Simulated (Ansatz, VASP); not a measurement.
# K2TaO3: VASP beside Ansatz

Contents of INCAR:

```
  ALGO = Normal
  EDIFF = 1E-6
  ENCUT = 520
  GGA = PE
  ISIF = 2
  ISMEAR = 0
  ISPIN = 2
  LASPH = True
  LCHARG = False
  LMAXMIX = 4
  LORBIT = 11
  LREAL = False
  LWAVE = False
  MAGMOM = 0 0 1 0 0 0
  NBANDS = 36
  NELM = 150
  PREC = Accurate
  SIGMA = 0.1
```

KPOINTS

```
k-points
0
Gamma
  4 4 4
```

The input POSCAR:

```
K2TaO3
1.0
    4.8622394100      0.0000000000      0.0000000000
    0.0000000000      4.8622394100      0.0000000000
    0.0000000000      0.0000000000      4.8537616000
K Ta O
2 1 3
Direct
    0.0000000000      0.5000000000      0.3259120300
    0.5000000000      0.0000000000      0.6740879700
    0.0000000000      0.0000000000      0.0000000000
    0.5000000000      0.5000000000      0.5000000000
    0.0000000000      0.5000000000      0.7793948500
    0.5000000000      0.0000000000      0.2206051500
```

Input for Ansatz:

```yaml
crystal:
  lattice:
    - [4.86223941, 0.0, 0.0]
    - [0.0, 4.86223941, 0.0]
    - [0.0, 0.0, 4.8537616]
  atoms:
    - { symbol: K, position: [0.0, 0.5, 0.32591203] }
    - { symbol: K, position: [0.5, 0.0, 0.67408797] }
    - { symbol: Ta, position: [0.0, 0.0, 0.0], spin: 1.0 }
    - { symbol: O, position: [0.5, 0.5, 0.5] }
    - { symbol: O, position: [0.0, 0.5, 0.77939485] }
    - { symbol: O, position: [0.5, 0.0, 0.22060515] }
basis:
  ecutwfc: 420
kpoints:
  mp_grid: { grid: [4, 4, 4] }
hamiltonian:
  xc: pbe
scf:
  occupations: { method: gaussian, width: 0.1 }
  lower_state_search: "off"
output:
  forces: true
  stress: true
  eigenvalues: true
  populations: true
magnetization:
  spin_polarized: true
```

Alike in both runs: task single point; functional PBE; k mesh 4 × 4 × 4; occupations gaussian, width 0.1 eV; collinear spin.

|  | VASP | Ansatz |
| --- | --- | --- |
| version | VASP 6.6.1 | Ansatz 0.2.0 |
| potentials or method | VASP PAW PBE potentials, release 64 (K_sv, Ta_pv, O), cutoff 520 eV | scalar-relativistic, plane waves, PAW |
| valence electrons in the cell | 47 | 49 |

VASP gave:

- gap on the k mesh at the Fermi level (eV): none
- pressure (GPa): -5.0
- traceless stress, the component that is largest in VASP (GPa): 17.18
- rms of the force components (eV/Å): 1.332
- net moment per atom (μB): 0.00
- size of the moment on the site where the two differ most (μB): 0.00

Q: What did Ansatz give for the same quantities?

A: gap on the k mesh at the Fermi level (eV): none; pressure (GPa): -2.2; traceless stress, the component that is largest in VASP (GPa): 16.84; rms of the force components (eV/Å): 1.275; net moment per atom (μB): 0.16; size of the moment on the site where the two differ most (μB): 1.62.

The net moments are unlike, so the other rows may belong to different states. Site moments also hang on the region over which each program counts them. Atom by atom the forces differ by 0.058 eV/Å (rms over components). A gap of «none» marks a metal or a gap that the smearing closes. VASP's potentials hold 47 valence electrons a cell and Ansatz's 49, so a difference there can come from the potentials and not from the codes.

Spin-orbit coupling is off throughout.
